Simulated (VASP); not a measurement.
Here is a VASP 6.6.1 calculation.

The input INCAR:

```
SYSTEM = CdS
PREC     = Accurate       ! precision mode
ENCUT    = 520            ! plane-wave cutoff, eV
EDIFF    = 1E-7           ! SCF threshold, eV
ISMEAR   = 0              ! smearing method
SIGMA    = 0.01           ! smearing width, eV
LREAL    = .FALSE.        ! projectors in reciprocal space
LASPH    = .TRUE.         ! aspherical terms in the spheres
NELM     = 60             ! most SCF steps
ALGO     = Normal         ! electronic algorithm
ISIF     = 2              ! what is computed and relaxed
LWAVE    = .FALSE.        ! write WAVECAR
LCHARG   = .FALSE.        ! write CHGCAR
GGA      = PE             ! functional
NBANDS   = 16             ! bands
```

Contents of KPOINTS:

```
regular mesh
0
G
  4 4 4
  0 0 0
```

The input POSCAR:

```
CdS
1.0
    0.0000000000      2.9392148365      2.9392148365
    2.9833030590      0.0000000000      2.9392148365
    2.9833030590      2.9392148365      0.0000000000
Cd S
1 1
Direct
    0.0000000000      0.0000000000      0.0000000000
    0.2500000000      0.2500000000      0.2500000000
```

Potentials or basis: VASP PAW PBE potentials, release 64 (Cd, S).

Launch:

```console
$ cat potpaw_PBE.64/Cd/POTCAR potpaw_PBE.64/S/POTCAR > POTCAR
$ mpirun -np 1 vasp_std > vasp.out
```

(1) What does it give for the band gap on the k mesh?

(2) Estimate the pressure.

## Answers

(1) 1.04 eV, direct.

(2) 1.0 GPa.

Caveat: the k points lie up to 0.46 Å⁻¹ apart; the cell differs from its parent crystal (uniaxial x strain +1.5%).
